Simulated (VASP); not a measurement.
# Be2CdS2 (P-6m2) in VASP: a series of runs

The runs below take Be2CdS2 through relaxation of cell and atoms, with PBE.

All numbers are computed with VASP 6.6.1; they aren't measurements. Logs are shortened: lines on timing, memory, paths and dates and some standing lists are left out, and cuts for length are marked.

## 1. The cell of the first run

Symmetry: P-6m2, No. 187, hexagonal system. Conventional cell: a = 4.009 Å, b = 4.009 Å, c = 6.975 Å, α = 90.00°, β = 90.00°, γ = 120.00°. Within 4.1 Å of Be (site symmetry 3m) lie 6 S at 2.80 to 3.00 Å and 3 Cd at 3.00 Å and 8 Be at 3.16 to 4.01 Å. Cd (site symmetry -6m2) has 3 S at 2.31 Å and 6 Be at 3.00 Å within 3.1 Å. Within 3.7 Å of S (site symmetry -6m2) lie 6 Be at 2.80 Å and 2 Cd at 3.49 Å. Within 3.1 Å of S (site symmetry -6m2) lie 3 Cd at 2.31 Å and 6 Be at 3.00 Å.

The cell was built from a structure type or drawn by symmetry, and may not be a known phase.

## 2. Relaxation of cell and atoms, PBE

File INCAR:

```
SYSTEM = Be2CdS2
ALGO     = Normal         ! electronic algorithm
EDIFF    = 1E-7           ! SCF threshold, eV
EDIFFG   = -0.04          ! ionic threshold
ENCUT    = 600            ! plane-wave cutoff, eV
GGA      = PE             ! functional
GGA_COMPAT= .False.      
IBRION   = 2              ! ionic algorithm
ISIF     = 3              ! what is computed and relaxed
ISMEAR   = 0              ! smearing method
LASPH    = .True.         ! aspherical terms in the spheres
LCHARG   = .False.        ! write CHGCAR
LREAL    = .False.        ! projectors in reciprocal space
LWAVE    = .False.        ! write WAVECAR
NELM     = 120            ! most SCF steps
NELMIN   = 4            
NSW      = 90             ! ionic steps
PREC     = Accurate       ! precision mode
SIGMA    = 0.1            ! smearing width, eV
```

File KPOINTS:

```
k-points
0
Gamma
  6 6 4
  0 0 0
```

File POSCAR:

```
Be2CdS2
1.0
    4.0092005700      0.0000000000      0.0000000000
   -2.0046002900      3.4720695400      0.0000000000
    0.0000000000      0.0000000000      6.9749277600
Be Cd S
2 1 2
Direct
    0.6666666700      0.3333333300      0.2264030000
    0.6666666700      0.3333333300      0.7735970000
    0.0000000000      0.0000000000      0.5000000000
    0.0000000000      0.0000000000      0.0000000000
    0.3333333300      0.6666666700      0.5000000000
```

Potentials or basis: VASP PAW PBE potentials, release 64 (Be, Cd_sv_GW, S).

Command:

```sh
$ cat potpaw_PBE.64/Be/POTCAR potpaw_PBE.64/Cd_sv_GW/POTCAR potpaw_PBE.64/S/POTCAR > POTCAR
$ mpirun -np 1 vasp_std > vasp.out
```

OUTCAR:

```text
SYSTEM = Be2CdS2
   EDIFF = 1E-7
   EDIFFG = -0.04
   ENCUT = 600
   GGA = PE
   IBRION = 2
   ISIF = 3
   ISMEAR = 0
   LASPH = .True.
   LREAL = .False.
   NELM = 120
   NELMIN = 4
   NSW = 90
   PREC = Accurate

 ion  position               nearest neighbor table
   1  0.667  0.333  0.226-
   2  0.667  0.333  0.774-
   3  0.000  0.000  0.500-   5 2.31   5 2.31   5 2.31
   4  0.000  0.000  0.000-
   5  0.333  0.667  0.500-   3 2.31   3 2.31   3 2.31

  LATTYP: Found a hexagonal cell.
 ALAT       =     4.0092005700
 C/A-ratio  =     1.7397303124

  Lattice vectors:

 A1 = (   4.0092005700,   0.0000000000,   0.0000000000)
 A2 = (  -2.0046002900,   3.4720695400,   0.0000000000)
 A3 = (   0.0000000000,   0.0000000000,   6.9749277600)

Analysis of symmetry for initial positions (statically):
=====================================================================
 Subroutine PRICEL returns:
 Original cell was already a primitive cell.

 Routine SETGRP: Setting up the symmetry group for a
 hexagonal supercell.

 Subroutine GETGRP returns: Found 12 space group operations
 (whereof 12 operations were pure point group operations)
 out of a pool of 24 trial point group operations.

The static configuration has the point symmetry D_3h.

Analysis of symmetry for dynamics (positions and initial velocities):
=====================================================================
 Subroutine PRICEL returns:
 Original cell was already a primitive cell.

 Routine SETGRP: Setting up the symmetry group for a
 hexagonal supercell.

 Subroutine GETGRP returns: Found 12 space group operations
 (whereof 12 operations were pure point group operations)
 out of a pool of 24 trial point group operations.

The dynamic configuration has the point symmetry D_3h.

 Subroutine INISYM returns: Found 12 space group operations
 (whereof 12 operations are pure point group operations),
 and found     1 'primitive' translations

----------------------------------------------------------------------------------------

                                     Primitive cell

  volume of cell :      97.0926

  direct lattice vectors                    reciprocal lattice vectors
     4.009200570  0.000000000  0.000000000     0.249426284  0.144006333  0.000000000
    -2.004600290  3.472069540  0.000000000     0.000000000  0.288012665  0.000000000
     0.000000000  0.000000000  6.974927760     0.000000000  0.000000000  0.143370661

  length of vectors
     4.009200570  4.009200570  6.974927760     0.288012665  0.288012665  0.143370661

  position of ions in fractional coordinates (direct lattice)
     0.666666670  0.333333330  0.226403000
     0.666666670  0.333333330  0.773597000
     0.000000000  0.000000000  0.500000000
     0.000000000  0.000000000  0.000000000
     0.333333330  0.666666670  0.500000000

  ion indices of the primitive-cell ions
   primitive index   ion index
                 1           1
                 2           2
                 3           3
                 4           4
                 5           5

----------------------------------------------------------------------------------------

 KPOINTS: k-points

Automatic generation of k-mesh.
 Grid dimensions read from file:
 generate k-points for:    6    6    4

 Generating k-lattice:

  Cartesian coordinates                     Fractional coordinates (reciprocal lattice)
     0.041571047  0.024001055  0.000000000     0.166666667  0.000000000  0.000000000
     0.000000000  0.048002111  0.000000000     0.000000000  0.166666667  0.000000000
     0.000000000  0.000000000  0.035842665     0.000000000  0.000000000  0.250000000

  Length of vectors
     0.048002111  0.048002111  0.035842665

  Shift w.r.t. Gamma in fractional coordinates (k-lattice)
     0.000000000  0.000000000  0.000000000

 Subroutine IBZKPT returns following result:
 ===========================================

 Found     21 irreducible k-points:

 Following reciprocal coordinates:
            Coordinates               Weight
  0.000000  0.000000  0.000000      1.000000
  0.166667  0.000000  0.000000      6.000000
  0.333333  0.000000  0.000000      6.000000
  0.500000  0.000000  0.000000      3.000000
  0.166667  0.166667  0.000000      6.000000
  0.333333  0.166667  0.000000     12.000000
[... 13 lines left out ...]
  0.333333  0.166667  0.500000     12.000000
  0.333333  0.333333  0.500000      2.000000
   k-points           NKPTS =     21   k-points in BZ     NKDIM =     21   number of bands    NBANDS=     22
   number of dos      NEDOS =    301   number of ions     NIONS =      5
   total plane-waves  NPLWV =  57344
   dimension x,y,z NGX =    32 NGY =   32 NGZ =   56
   dimension x,y,z NGXF=    64 NGYF=   64 NGZF=  112
   ions per type =               2   1   2
   NGX,Y,Z   is equivalent  to a cutoff of  13.27, 13.27, 13.35 a.u.
   NGXF,Y,Z  is equivalent  to a cutoff of  26.54, 26.54, 26.69 a.u.
 SYSTEM =  Be2CdS2
   PREC   = accura    normal or accurate (medium, high low for compatibility)
   ISTART =      0    job   : 0-new  1-cont  2-samecut
   ICHARG =      2    charge: 1-file 2-atom 10-const
   ISPIN  =      1    spin polarized calculation?
   LNONCOLLINEAR =      F non collinear calculations
   LSORBIT =      F    spin-orbit coupling
   LASPH  =      T    aspherical Exc in radial PAW
   ENCUT  =  600.0 eV  44.10 Ry    6.64 a.u.   8.01  8.01 13.93*2*pi/ulx,y,z
   NELM   =    120;   NELMIN=  4; NELMDL= -5     # of ELM steps
   EDIFF  = 0.1E-06   stopping-criterion for ELM
   LREAL  =      F    real-space projection
   EDIFFG = -.4E-01   stopping-criterion for IOM
   NSW    =     90    number of steps for IOM
   IBRION =      2    ionic relax: 0-MD 1-quasi-New 2-CG
   NFREE  =      1    steps in history (QN), initial steepest desc. (CG)
   ISIF   =      3    stress and relaxation
   ISYM   =      2    0-nonsym 1-usesym 2-fastsym
   POTIM  = 0.5000    time-step for ionic-motion
   TEBEG  =    0.0;   TEEND  =   0.0 temperature during run
   PSTRESS=    0.0 pullay stress
   NELECT =      36.0000    total number of electrons
   NUPDOWN=      -1.0000    fix difference up-down
   EMIN   =  10.00;   EMAX   =-10.00  energy-range for DOS
   EFERMI =   0.00;   METHOD = LEGACY
   ISMEAR =     0;   SIGMA  =   0.10  broadening in eV -4-tet -1-fermi 0-gaus
   EFERMI_NEDOS =   21; number of points for ismear=-14 and -15
   IALGO  =     38    algorithm
   IMIX   =      4    mixing-type and parameters
     AMIX     =   0.40;   BMIX     =  1.00
     AMIX_MAG =   1.60;   BMIX_MAG =  1.00
  volume/ion in A,a.u.               =      19.42       131.04
  Fermi-wavevector in a.u.,A,eV,Ry     =   1.176108  2.222521 18.819972  1.383229
  Thomas-Fermi vector in A             =   2.312477
   LORBIT       =      0    0 simple, 1 ext, 2 COOP (PROOUT), +10 PAW based schemes
   GGA     = PE    functional components
   LHFCALC =     F    Hartree Fock is set to
   AEXX    =    0.0000 exact exchange contribution
   IVDW    =     0    specifies the selected vdW correction
   LEPSILON=     F    determine dielectric tensor
   LRPA    =     F    only Hartree local field effects (RPA)
 conjugate gradient relaxation of ions
 non-spin polarized calculation
 Gauss-broadening in eV      SIGMA  =   0.10
  energy-cutoff  :      600.00
  volume of cell :       97.09
 maximum number of plane-waves:      3258
   NGX = 17   NGY = 17   NGZ = 27

--------------------------------------- Ionic step        1  -------------------------------------------

 number of electron      36.0000014 magnetization

 Free energy of the ion-electron system (eV)
  ---------------------------------------------------
  ext. energy  EPLUGINS =         0.00000000
  ---------------------------------------------------
  free energy    TOTEN  =       -12.64122255 eV

  energy without entropy =      -12.62673451  energy(sigma->0) =      -12.63397853

------------------------ aborting loop because EDIFF is reached ----------------------------------------

  FORCE on cell =-STRESS in cart. coord.  units (eV):
  Direction    XX          YY          ZZ          XY          YZ          ZX
  --------------------------------------------------------------------------------------
  -------------------------------------------------------------------------------------
  Total        3.0658044      3.0658044     -5.2217444     -0.0000000     -0.0000000      0.0000000
  in kB       50.5905161     50.5905160    -86.1668619     -0.0000001     -0.0000000      0.0000000
  external PRESSURE =       5.0047234 kB  Pullay stress =       0.0000000 kB
[... 98 lines left out ...]
  FREE ENERGIE OF THE ION-ELECTRON SYSTEM (eV)
  ---------------------------------------------------
  free  energy   TOTEN  =       -13.3845328793 eV

  energy  without entropy=      -13.3621933805  energy(sigma->0) =      -13.37336313

 E-fermi :   5.6223     XC(G=0):  -9.9217

 val. band max:        5.5988915857   @ k =   0.5000   0.0000   0.2500
 cond. band min:       5.6525155099   @ k =   0.0000   0.0000   0.5000
 fundamental gap:      0.0536239242
 Fermi energy:         5.6222949571

 k-point     1 :       0.0000    0.0000    0.0000
  band No.  band energies     occupation
      1     -97.6588      2.00000
      2     -58.7343      2.00000
      3     -58.7343      2.00000
      4     -58.6964      2.00000
      5      -8.9650      2.00000
      6      -7.7793      2.00000
[... 499 lines left out ...]
      6      -7.6663      2.00000
[... 14 lines left out ...]
     21       7.6611      0.00000
     22       7.9644      0.00000

[... ionic steps 4 to 9 ...]

--------------------------------------- Ionic step       10  -------------------------------------------

 number of electron      36.0000004 magnetization

------------------------ aborting loop because EDIFF is reached ----------------------------------------

  FORCE on cell =-STRESS in cart. coord.  units (eV):
  Direction    XX          YY          ZZ          XY          YZ          ZX
  --------------------------------------------------------------------------------------
  -------------------------------------------------------------------------------------
  Total       -0.4399202     -0.4399202      0.0583480      0.0000000      0.0000000      0.0000000
  in kB       -7.8414074     -7.8414074      1.0400296      0.0000000      0.0000000      0.0000000
  external PRESSURE =      -4.8809284 kB  Pullay stress =       0.0000000 kB
[... 63 lines left out ...]
  energy  without entropy=      -13.6290491925  energy(sigma->0) =      -13.63735049

--------------------------------------- Ionic step       12  -------------------------------------------

 number of electron      36.0000012 magnetization

 Free energy of the ion-electron system (eV)
  ---------------------------------------------------
  ext. energy  EPLUGINS =         0.00000000
  ---------------------------------------------------
  free energy    TOTEN  =       -13.64584094 eV

  energy without entropy =      -13.62872738  energy(sigma->0) =      -13.63728416

 E-fermi :   5.3161     XC(G=0):  -9.7736

 val. band max:        5.3102910455   @ k =   0.3333   0.3333   0.0000
 cond. band min:       5.3245216038   @ k =   0.5000   0.0000   0.2500
 fundamental gap:      0.0142305583
 Fermi energy:         5.3160929685

 k-point     1 :       0.0000    0.0000    0.0000
  band No.  band energies     occupation
      1     -97.9220      2.00000
      2     -58.9942      2.00000
      3     -58.9942      2.00000
      4     -58.9618      2.00000
      5      -9.1261      2.00000
      6      -7.9876      2.00000
[... 546 lines left out ...]
  FREE ENERGIE OF THE ION-ELECTRON SYSTEM (eV)
  ---------------------------------------------------
  free  energy   TOTEN  =       -13.6458409373 eV

  energy  without entropy=      -13.6287273785  energy(sigma->0) =      -13.63728416

 reached required accuracy - stopping structural energy minimisation
```

Wall time 4.6 min (1 thread of Intel Xeon 6975P-C (Granite Rapids), shared host); peak memory 0.29 GiB.

Results:

| Property | Result |
| --- | --- |
| Free energy | -13.6458 eV |
| Relaxed volume | 17.81 Å³/atom |
| Relaxed cell | a = 4.313 Å, b = 4.313 Å, c = 5.529 Å, α = 90.00°, β = 90.00°, γ = 120.00° |
| Space group after relaxing (to 0.1 Å) | P-6m2 (No. 187) |
| Energy gained by relaxing | 200.9 meV/atom |
| Ionic steps | 12 |
| Pressure after relaxing | 0.0 GPa |
| Largest force after relaxing | 0.038 eV/Å |
| Band gap on the k mesh | zero (bands 18 and 19 overlap by 3.03 eV) |

Forces in eV/Å, atoms in the order of the input:
```
Be   0.000  0.000  0.038
Be   0.000  0.000 -0.038
Cd   0.000  0.000  0.000
S    0.000  0.000  0.000
S    0.000  0.000  0.000
```

Stress tensor (GPa, compression positive):
```
 0.13  0.00  0.00
 0.00  0.13  0.00
 0.00  0.00 -0.32
```

Step by step:
```tsv
step	energy change (eV)	largest force (eV/Å)	pressure (GPa)	volume (Å³)
1	0.0000	1.4098	0.50	97.09
2	-0.4606	0.9027	-2.00	97.74
3	-0.7433	0.6453	-4.19	97.91
4	-0.2699	3.2167	-1.27	95.52
5	-0.7727	0.5055	-4.57	97.80
6	-0.8684	0.0664	-4.73	97.07
7	-0.8524	0.3137	-4.91	97.47
8	-0.9372	0.7394	2.91	85.88
9	-0.9979	0.1962	-0.60	90.03
10	-0.9979	0.2117	-0.49	89.89
11	-1.0044	0.0658	-0.11	89.20
12	-1.0046	0.0384	-0.02	89.06
```

Final structure:
```cif
data_structure
_symmetry_space_group_name_H-M 'P 1'
_symmetry_Int_Tables_number 1
_cell_length_a 4.3128
_cell_length_b 4.3128
_cell_length_c 5.5288
_cell_angle_alpha 90.000
_cell_angle_beta 90.000
_cell_angle_gamma 120.000
_cell_volume 89.06
loop_
_atom_site_label
_atom_site_type_symbol
_atom_site_fract_x
_atom_site_fract_y
_atom_site_fract_z
_atom_site_occupancy
Be1 Be 0.66667 0.33333 0.19371 1
Be2 Be 0.66667 0.33333 0.80629 1
Cd1 Cd 0.00000 0.00000 0.50000 1
S1 S 0.00000 0.00000 0.00000 1
S2 S 0.33333 0.66667 0.50000 1
```

Caveat: a cell axis changed by over 15 % at a fixed basis, so the end point is rough.

(Part 1 of 2 ends here.)
